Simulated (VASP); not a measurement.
Runs of VASP 6.6.1 on Ge. The structure is that of space group Fd-3m (No. 227), or close to it. The cells are those of the table. 

```csv
task,cell,cutoff (eV),gap on the mesh (eV),pressure (GPa)
single point,"a = 4.003 Å, angles 60.3°, 2 atoms",520,0.27,0.1
relaxation of the atoms,"atoms relaxed from a = 4.013 Å, angles 60.0°, 2 atoms",520,0.32,0.0
single point,"a = 4.023 Å, angles 59.7°, 2 atoms",520,0.29,0.1
relaxation of cell and atoms,"relaxed from a = 4.001 Å, angles 60.0°, 2 atoms",600,(a),0.0
```

Alike in all rows: level r2SCAN; potentials or basis VASP PAW PBE potentials, release 64 (Ge_d); no spin polarisation; k mesh 12 × 12 × 12; smearing gaussian 0.01 eV.

Question: Fill in the values left out.

Answer: (a) 0.30.

Caveats: the PAW data sets were made with another functional, which shifts forces and pressure a little; the relaxation stopped at its first step, so nothing moved (at least some runs).

A k mesh can miss the band edges, and the runs leave out spin-orbit coupling on Ge.
